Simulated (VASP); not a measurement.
Runs of VASP 6.6.1 on Sb. The structure is that of space group R-3m (No. 166), or close to it. The cells are those of the table. 

```tsv
cell	gap on the mesh (eV)	pressure (GPa)	largest force (eV/Å)
a = 4.425 Å, angles 55.0°, 2 atoms	none	8.8	0.93
a = 4.268 Å, angles 57.2°, 2 atoms	none	(b)	1.25
a = 4.505 Å, angles 53.9°, 2 atoms	none	6.7	0.76
a = 4.346 Å, angles 56.1°, 2 atoms	none	(a)	1.10
a = 4.585 Å, angles 52.9°, 2 atoms	none	4.8	0.56
```

Alike in all rows: task single point; level PBEsol; potentials or basis VASP PAW PBE potentials, release 64 (Sb); no spin polarisation; k mesh 12 × 12 × 12; cutoff (eV) 520; smearing gaussian 0.15 eV.

Problem. Estimate the missing entries.

Solution. (a) 11.2; (b) 13.8.

Caveats: the cell stands under pressure; the PAW data sets were made with another functional, which shifts forces and pressure a little; spin-orbit coupling is left out, which moves the levels of the heavy elements.

A k mesh can miss the band edges, and the runs leave out spin-orbit coupling on Sb.

A gap of «none» marks levels without a gap at the run's occupations.
